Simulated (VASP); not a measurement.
# Zr2O (P4_222) in VASP: notebook

Zr2O is run at these levels: PBEsol; tasks: single point.

Program: VASP 6.6.1. These are calculated values, not measurements. Logs are shortened: lines on timing, memory, paths and dates and some standing lists are left out, and cuts for length are marked.

## 1. The cell of the first run

Symmetry: P4_222, No. 93, tetragonal system. The conventional cell has a = 4.800 Å, b = 4.800 Å, c = 4.800 Å, α = 90.00°, β = 90.00°, γ = 90.00°. Zr (site symmetry 2) has 2 O at 2.08 Å within 2.8 Å. Within 2.8 Å of O (site symmetry 222) lie 4 Zr at 2.08 Å.

## 2. Single point, PBEsol (mode 1 (-33.3 1/cm) frozen in, largest displacement +0.050 Å)

Contents of INCAR:

```
PREC     = Accurate       # precision mode
ENCUT    = 520            # plane-wave cutoff, eV
EDIFF    = 1E-6           # SCF threshold, eV
ISMEAR   = 0              # smearing method
SIGMA    = 0.15           # smearing width, eV
LREAL    = F              # projectors in reciprocal space
LASPH    = T              # aspherical terms in the spheres
NELM     = 100            # most SCF steps
ALGO     = Normal         # electronic algorithm
ISIF     = 2              # what is computed and relaxed
LWAVE    = F              # write WAVECAR
LCHARG   = F              # write CHGCAR
GGA      = PS             # functional
NBANDS   = 39             # bands
```

Contents of KPOINTS:

```
regular mesh
0
Gamma
  10 10 10
```

Contents of POSCAR:

```
Zr2O
1.0
    4.8002881848      0.0000000000      0.0000000000
    0.0000000000      4.8002881848      0.0000000000
    0.0000000000      0.0000000000      4.8002881848
Zr O
4 2
Direct
    0.2573652534      0.2426347466      0.7500000000
    0.7426347466      0.2426347466      0.2500000000
    0.2573652534      0.7573652534      0.2500000000
    0.7426347466      0.7573652534      0.7500000000
    0.0000000000      0.0000000000      0.0000000000
    0.5000000000      0.5000000000      0.5000000000
```

Potentials or basis: VASP PAW PBE potentials, release 64 (Zr_sv, O).

Command:

```sh
$ cat potpaw_PBE.64/Zr_sv/POTCAR potpaw_PBE.64/O/POTCAR > POTCAR
$ mpirun -np 1 vasp_std > vasp.out
```

OUTCAR:

```text
PREC = Accurate
   ENCUT = 520
   EDIFF = 1E-6
   ISMEAR = 0
   LREAL = F
   LASPH = T
   NELM = 100
   ISIF = 2
   GGA = PS

 ion  position               nearest neighbor table
   1  0.257  0.243  0.750-   5 2.08   6 2.08   4 3.29   3 3.34   2 3.34   2 3.34   3 3.34   4 3.40
                             4 3.40   3 3.44   2 3.44   3 3.44   2 3.44   4 3.49
   2  0.743  0.243  0.250-   5 2.08   6 2.08   3 3.29   1 3.34   4 3.34   1 3.34   4 3.34   3 3.40
                             3 3.40   4 3.44   1 3.44   1 3.44   4 3.44   3 3.49
   3  0.257  0.757  0.250-   5 2.08   6 2.08   2 3.29   1 3.34   4 3.34   1 3.34   4 3.34   2 3.40
                             2 3.40   1 3.44   1 3.44   4 3.44   4 3.44   2 3.49
   4  0.743  0.757  0.750-   5 2.08   6 2.08   1 3.29   2 3.34   3 3.34   2 3.34   3 3.34   1 3.40
                             1 3.40   3 3.44   3 3.44   2 3.44   2 3.44   1 3.49
   5  0.000  0.000  0.000-   1 2.08   2 2.08   3 2.08   4 2.08
   6  0.500  0.500  0.500-   1 2.08   2 2.08   3 2.08   4 2.08

  LATTYP: Found a simple cubic cell.
 ALAT       =     4.8002881848

  Lattice vectors:

 A1 = (   4.8002881848,   0.0000000000,   0.0000000000)
 A2 = (   0.0000000000,   4.8002881848,   0.0000000000)
 A3 = (   0.0000000000,   0.0000000000,   4.8002881848)

Analysis of symmetry for initial positions (statically):
=====================================================================
 Subroutine PRICEL returns:
 Original cell was already a primitive cell.

 Routine SETGRP: Setting up the symmetry group for a
 simple cubic supercell.

 Subroutine GETGRP returns: Found  8 space group operations
 (whereof  4 operations were pure point group operations)
 out of a pool of 48 trial point group operations.

The static configuration has the point symmetry D_2 .
 The point group associated with its full space group is D_4 .

Analysis of symmetry for dynamics (positions and initial velocities):
=====================================================================
 Subroutine PRICEL returns:
 Original cell was already a primitive cell.

 Routine SETGRP: Setting up the symmetry group for a
 simple cubic supercell.

 Subroutine GETGRP returns: Found  8 space group operations
 (whereof  4 operations were pure point group operations)
 out of a pool of 48 trial point group operations.

The dynamic configuration has the point symmetry D_2 .
 The point group associated with its full space group is D_4 .

 Subroutine INISYM returns: Found  8 space group operations
 (whereof  4 operations are pure point group operations),
 and found     1 'primitive' translations

----------------------------------------------------------------------------------------

                                     Primitive cell

  volume of cell :     110.6119

  direct lattice vectors                    reciprocal lattice vectors
     4.800288185  0.000000000  0.000000000     0.208320826  0.000000000  0.000000000
     0.000000000  4.800288185  0.000000000     0.000000000  0.208320826  0.000000000
     0.000000000  0.000000000  4.800288185     0.000000000  0.000000000  0.208320826

  length of vectors
     4.800288185  4.800288185  4.800288185     0.208320826  0.208320826  0.208320826

  position of ions in fractional coordinates (direct lattice)
     0.257365253  0.242634747  0.750000000
     0.742634747  0.242634747  0.250000000
     0.257365253  0.757365253  0.250000000
     0.742634747  0.757365253  0.750000000
     0.000000000  0.000000000  0.000000000
     0.500000000  0.500000000  0.500000000

  ion indices of the primitive-cell ions
   primitive index   ion index
                 1           1
                 2           2
                 3           3
                 4           4
                 5           5
                 6           6

----------------------------------------------------------------------------------------

 KPOINTS: regular mesh

Automatic generation of k-mesh.
 Grid dimensions read from file:
 generate k-points for:   10   10   10

 Generating k-lattice:

  Cartesian coordinates                     Fractional coordinates (reciprocal lattice)
     0.020832083  0.000000000  0.000000000     0.100000000  0.000000000  0.000000000
     0.000000000  0.020832083  0.000000000     0.000000000  0.100000000  0.000000000
     0.000000000  0.000000000  0.020832083     0.000000000  0.000000000  0.100000000

  Length of vectors
     0.020832083  0.020832083  0.020832083

  Shift w.r.t. Gamma in fractional coordinates (k-lattice)
     0.000000000  0.000000000  0.000000000

 Subroutine IBZKPT returns following result:
 ===========================================

 Found    126 irreducible k-points:

 Following reciprocal coordinates:
            Coordinates               Weight
  0.000000  0.000000  0.000000      1.000000
  0.100000  0.000000  0.000000      4.000000
  0.000000  0.000000  0.100000      2.000000
  0.200000  0.000000  0.000000      4.000000
  0.000000  0.000000  0.200000      2.000000
  0.300000  0.000000  0.000000      4.000000
[... 16 lines left out ...]
  0.500000  0.100000  0.000000      4.000000
  0.000000  0.500000  0.100000      4.000000
 [... further k-points ...]
   k-points           NKPTS =    126   k-points in BZ     NKDIM =    126   number of bands    NBANDS=     39
   number of dos      NEDOS =    301   number of ions     NIONS =      6
   total plane-waves  NPLWV =  46656
   dimension x,y,z NGX =    36 NGY =   36 NGZ =   36
   dimension x,y,z NGXF=    72 NGYF=   72 NGZF=   72
   ions per type =               4   2
   NGX,Y,Z   is equivalent  to a cutoff of  12.47, 12.47, 12.47 a.u.
   NGXF,Y,Z  is equivalent  to a cutoff of  24.94, 24.94, 24.94 a.u.
 SYSTEM =  unknown system
   PREC   = accura    normal or accurate (medium, high low for compatibility)
   ISTART =      0    job   : 0-new  1-cont  2-samecut
   ICHARG =      2    charge: 1-file 2-atom 10-const
   ISPIN  =      1    spin polarized calculation?
   LNONCOLLINEAR =      F non collinear calculations
   LSORBIT =      F    spin-orbit coupling
   LASPH  =      T    aspherical Exc in radial PAW
   ENCUT  =  520.0 eV  38.22 Ry    6.18 a.u.   8.93  8.93  8.93*2*pi/ulx,y,z
   NELM   =    100;   NELMIN=  2; NELMDL= -5     # of ELM steps
   EDIFF  = 0.1E-05   stopping-criterion for ELM
   LREAL  =      F    real-space projection
   EDIFFG = 0.1E-04   stopping-criterion for IOM
   NSW    =      0    number of steps for IOM
   IBRION =     -1    ionic relax: 0-MD 1-quasi-New 2-CG
   NFREE  =      0    steps in history (QN), initial steepest desc. (CG)
   ISIF   =      2    stress and relaxation
   ISYM   =      2    0-nonsym 1-usesym 2-fastsym
   POTIM  = 0.5000    time-step for ionic-motion
   TEBEG  =    0.0;   TEEND  =   0.0 temperature during run
   PSTRESS=    0.0 pullay stress
   NELECT =      60.0000    total number of electrons
   NUPDOWN=      -1.0000    fix difference up-down
   EMIN   =  10.00;   EMAX   =-10.00  energy-range for DOS
   EFERMI =   0.00;   METHOD = LEGACY
   ISMEAR =     0;   SIGMA  =   0.15  broadening in eV -4-tet -1-fermi 0-gaus
   EFERMI_NEDOS =   21; number of points for ismear=-14 and -15
   IALGO  =     38    algorithm
   IMIX   =      4    mixing-type and parameters
     AMIX     =   0.40;   BMIX     =  1.00
     AMIX_MAG =   1.60;   BMIX_MAG =  1.00
  volume/ion in A,a.u.               =      18.44       124.41
  Fermi-wavevector in a.u.,A,eV,Ry     =   1.335133  2.523036 24.253483  1.782581
  Thomas-Fermi vector in A             =   2.463861
   LORBIT       =      0    0 simple, 1 ext, 2 COOP (PROOUT), +10 PAW based schemes
   GGA     = PS    functional components
   LHFCALC =     F    Hartree Fock is set to
   AEXX    =    0.0000 exact exchange contribution
   IVDW    =     0    specifies the selected vdW correction
   LEPSILON=     F    determine dielectric tensor
   LRPA    =     F    only Hartree local field effects (RPA)
 non-spin polarized calculation
 Gauss-broadening in eV      SIGMA  =   0.15
  energy-cutoff  :      520.00
  volume of cell :      110.61
 maximum number of plane-waves:      3016
 NGX is ok and might be reduce to    36
   NGX = 17   NGY = 17   NGZ = 17

 number of electron      59.9999987 magnetization

 Free energy of the ion-electron system (eV)
  ---------------------------------------------------
  ext. energy  EPLUGINS =         0.00000000
  ---------------------------------------------------
  free energy    TOTEN  =       -56.60799508 eV

  energy without entropy =      -56.50555186  energy(sigma->0) =      -56.55677347

 E-fermi :   8.3176     XC(G=0): -11.0926

 val. band max:        8.3170352121   @ k =   0.5000   0.5000   0.1000
 cond. band min:       8.3182161278   @ k =   0.3000   0.2000   0.4000
 fundamental gap:      0.0011809157
 Fermi energy:         8.3176213755

 k-point     1 :       0.0000    0.0000    0.0000
  band No.  band energies     occupation
      1     -40.7576      2.00000
      2     -40.6465      2.00000
      3     -40.6458      2.00000
      4     -40.6458      2.00000
      5     -20.1725      2.00000
      6     -18.9866      2.00000
[... 31 lines left out ...]
     38      12.2486      0.00000
     39      12.2493      0.00000

 k-point     2 :       0.1000    0.0000    0.0000
  band No.  band energies     occupation
      1     -40.7550      2.00000
      2     -40.6485      2.00000
      3     -40.6464      2.00000
      4     -40.6458      2.00000
      5     -20.1482      2.00000
      6     -19.0218      2.00000
[... 31 lines left out ...]
     38      12.1226      0.00000
     39      12.1947      0.00000

 k-point     3 :       0.0000    0.0000    0.1000
  band No.  band energies     occupation
      1     -40.7549      2.00000
      2     -40.6492      2.00000
      3     -40.6459      2.00000
      4     -40.6456      2.00000
      5     -20.1481      2.00000
      6     -19.0185      2.00000
[... 832 lines left out ...]
 k-point    23 :       0.5000    0.1000    0.0000
  band No.  band energies     occupation
      1     -40.7090      2.00000
      2     -40.6921      2.00000
      3     -40.6477      2.00000
      4     -40.6467      2.00000
      5     -19.6507      2.00000
      6     -19.6217      2.00000
[... 31 lines left out ...]
     38      11.1212      0.00000
     39      11.5016      0.00000

 k-point    24 :       0.0000    0.5000    0.1000
  band No.  band energies     occupation
      1     -40.7090      2.00000
      2     -40.6921      2.00000
      3     -40.6473      2.00000
      4     -40.6473      2.00000
      5     -19.6491      2.00000
      6     -19.6239      2.00000
[... 31 lines left out ...]
     38      11.0072      0.00000
     39      11.5712      0.00000

 [... further k-points ...]
[... 5 lines left out ...]
  --------------------------------------------------------------------------------------
  -------------------------------------------------------------------------------------
  Total        0.2101850      0.2101850      0.3050754      0.0000000      0.0000000      0.0000000
  in kB        3.0444605      3.0444605      4.4189168      0.0000000      0.0000000      0.0000000
  external PRESSURE =       3.5026126 kB  Pullay stress =       0.0000000 kB

 VOLUME and BASIS-vectors are now :
 -----------------------------------------------------------------------------
  energy-cutoff  :      520.00
  volume of cell :      110.61
      direct lattice vectors                 reciprocal lattice vectors
     4.800288185  0.000000000  0.000000000     0.208320826  0.000000000  0.000000000
     0.000000000  4.800288185  0.000000000     0.000000000  0.208320826  0.000000000
     0.000000000  0.000000000  4.800288185     0.000000000  0.000000000  0.208320826

 POSITION                                       TOTAL-FORCE (eV/Angst)
 -----------------------------------------------------------------------------------
      1.23543      1.16472      3.60022         0.008186     -0.008186     -0.000000
      3.56486      1.16472      1.20007        -0.008186     -0.008186      0.000000
      1.23543      3.63557      1.20007         0.008186      0.008186      0.000000
      3.56486      3.63557      3.60022        -0.008186      0.008186     -0.000000
      0.00000      0.00000      0.00000        -0.000000      0.000000      0.000000
      2.40014      2.40014      2.40014        -0.000000      0.000000      0.000000
 -----------------------------------------------------------------------------------
    total drift:                               -0.000000      0.000000      0.000000

  FREE ENERGIE OF THE ION-ELECTRON SYSTEM (eV)
  ---------------------------------------------------
  free  energy   TOTEN  =       -56.6079950780 eV

  energy  without entropy=      -56.5055518572  energy(sigma->0) =      -56.55677347
```

Wall time 4.5 min (1 thread of Intel Xeon Platinum 8488C (Sapphire Rapids), shared host); peak memory 0.49 GiB.

Results:

- Free energy: -56.6080 eV
- Pressure: 0.4 GPa
- Largest force: 0.012 eV/Å
- Band gap on the k mesh: zero (band 30 reaches 8.90 eV, above the bottom of band 31 at 8.05 eV)

Forces on the atoms (eV/Å):
```
Zr   0.008 -0.008  0.000
Zr  -0.008 -0.008  0.000
Zr   0.008  0.008  0.000
Zr  -0.008  0.008  0.000
O    0.000  0.000  0.000
O    0.000  0.000  0.000
```

Caveat: the cell differs from its parent crystal (mode 1 (-33.3 1/cm) frozen in, largest displacement +0.050 Å); the PAW data sets were made with another functional, which shifts forces and pressure a little.

## 3. Single point, PBEsol (mode 1 (-33.3 1/cm) frozen in, largest displacement +0.100 Å)

Contents of INCAR:

```
SYSTEM = Zr2O
  PREC = Accurate
  ENCUT = 520
  EDIFF = 1E-6
  ISMEAR = 0
  SIGMA = 0.15
  LREAL = .FALSE.
  LASPH = .TRUE.
  NELM = 100
  ALGO = Normal
  ISIF = 2
  LWAVE = .FALSE.
  LCHARG = .TRUE.
  GGA = PS
  LELF = .TRUE.
  LVHAR = .TRUE.
  NBANDS = 39
```

Contents of KPOINTS:

```
regular mesh
0
G
  10 10 10
  0 0 0
```

Contents of POSCAR:

```
Zr2O
1.0
    4.8002881848      0.0000000000      0.0000000000
    0.0000000000      4.8002881848      0.0000000000
    0.0000000000      0.0000000000      4.8002881848
Zr O
4 2
Direct
    0.2647305069      0.2352694931      0.7500000000
    0.7352694931      0.2352694931      0.2500000000
    0.2647305069      0.7647305069      0.2500000000
    0.7352694931      0.7647305069      0.7500000000
    0.0000000000      0.0000000000      0.0000000000
    0.5000000000      0.5000000000      0.5000000000
```

Potentials or basis: VASP PAW PBE potentials, release 64 (Zr_sv, O).

Command:

```sh
$ cat potpaw_PBE.64/Zr_sv/POTCAR potpaw_PBE.64/O/POTCAR > POTCAR
$ mpirun -np 1 vasp_std > vasp.out
```

It took 5.3 min on 1 thread of Intel Xeon Platinum 8259CL at 2.50GHz (Skylake/Cascade Lake), shared host; peak memory 0.49 GiB.

The run converged. Its results:

- Free energy: -56.6083 eV
- Pressure: 0.7 GPa
- Largest force: 0.022 eV/Å
- Band gap on the k mesh: zero (band 30 reaches 8.88 eV, above the bottom of band 31 at 8.04 eV)

Forces in eV/Å, atoms in the order of the input:
```
Zr  -0.016  0.016  0.000
Zr   0.016  0.016  0.000
Zr  -0.016 -0.016  0.000
Zr   0.016 -0.016  0.000
O    0.000  0.000  0.000
O    0.000  0.000  0.000
```

Stress tensor (GPa, compression positive):
```
0.49 0.00 0.00
0.00 0.49 0.00
0.00 0.00 0.98
```

Levels at points of the mesh, in eV from the Fermi level:
| k point | band 27 | band 28 | band 29 | band 30 | band 31 | band 32 | band 33 | band 34 |
| --- | --- | --- | --- | --- | --- | --- | --- | --- |
| (0.00, 0.00, 0.00) | -1.98 | -1.70 | -1.69 | -1.69 | 1.76 | 1.77 | 2.54 | 2.59 |
| (0.50, 0.00, 0.00) | -0.84 | -0.68 | -0.55 | -0.35 | -0.19 | 0.07 | 1.00 | 1.53 |
| (0.00, 0.00, 0.50) | -0.75 | -0.75 | -0.36 | -0.27 | -0.27 | -0.03 | 1.22 | 1.22 |
| (0.50, 0.50, 0.00) | -1.41 | -1.41 | -0.37 | 0.02 | 0.18 | 0.32 | 0.45 | 0.45 |
| (0.00, 0.50, 0.50) | -1.52 | -1.28 | -0.17 | 0.07 | 0.20 | 0.23 | 0.51 | 0.90 |
| (0.50, 0.50, 0.50) | -2.44 | 0.16 | 0.17 | 0.56 | 0.56 | 0.58 | 1.41 | 1.47 |

Caveat: the cell differs from its parent crystal (mode 1 (-33.3 1/cm) frozen in, largest displacement +0.100 Å); the PAW data sets were made with another functional, which shifts forces and pressure a little.
